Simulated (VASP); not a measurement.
Al2O3, 10 atoms in the cell. The structure is tetragonal, space group I4_1/amd (No. 141). Conventional cell: a = 5.595 Å, b = 5.595 Å, c = 19.383 Å, α = 90.00°, β = 90.00°, γ = 90.00°. Al (site symmetry 2mm) has 3 O at 1.62 Å within 2.1 Å. O (site symmetry -4m2) has 2 Al at 1.62 Å within 2.1 Å. O (site symmetry 2/m) has 2 Al at 1.62 Å within 2.1 Å. 

| Quantity | Value |
| --- | --- |
| Program | VASP 6.6.1 |
| Task | relaxation of cell and atoms |
| Functional | PBE |
| Potentials or basis | VASP PAW PBE potentials, release 64 (Al, O) |
| Cutoff | 600 eV |
| k mesh | 4 × 4 × 4 |
| Occupations | gaussian, width 0.1 eV |
| Spin | no spin polarisation |
| Dipole correction | no |
| Further INCAR settings | ALGO = Normal; EDIFF = 1e-07; IBRION = 2; EDIFFG = -0.04; NSW = 90; ISIF = 3 |

Potentials or basis: VASP PAW PBE potentials, release 64 (Al, O).

Run with:

```sh
$ cat potpaw_PBE.64/Al/POTCAR potpaw_PBE.64/O/POTCAR > POTCAR
$ mpirun -np 1 vasp_std > vasp.out
```

Hardware: 1 thread of AMD EPYC 9R45 96-Core Processor (Zen 5), with other jobs on the host.

Problem. How long does it take, and how much memory?

Solution. Wall time 56 min on 1 thread of AMD EPYC 9R45 96-Core Processor (Zen 5), on a shared host, peak memory 1.2 GiB. Counts: scf iterations 123, k points 13, ion steps 11.
